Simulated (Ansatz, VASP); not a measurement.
**Nb: VASP beside Ansatz**

```xyz
1
Lattice="0.0000 2.0621 2.1150 2.0621 0.0000 2.1150 2.0621 2.0621 0.0000" Properties=species:S:1:pos:R:3 pbc="T T T"
Nb    0.0000    0.0000    0.0000
```

Change from the starting cell: strain -0.025 along x and y, +0.000 along z, atoms carried along.

Alike in both runs: task single point; functional PBE; k mesh 20 × 20 × 20; occupations gaussian, width 0.15 eV; no spin polarisation.

```csv
,VASP,Ansatz
version,VASP 6.6.1,Ansatz 0.2.0
potentials or method,"VASP PAW PBE potentials, release 64 (Nb_sv), cutoff 520 eV","scalar-relativistic, plane waves, PAW"
valence electrons in the cell,13,13
```

```tsv
	VASP	Ansatz	Ansatz less VASP
gap on the k mesh at the Fermi level (eV)	none	none	-
pressure (GPa)	7.0	7.3	+0.28
traceless stress, the component that is largest in VASP (GPa)	4.92	4.94	+0.027
```

A gap of «none» marks a metal or a gap that the smearing closes.
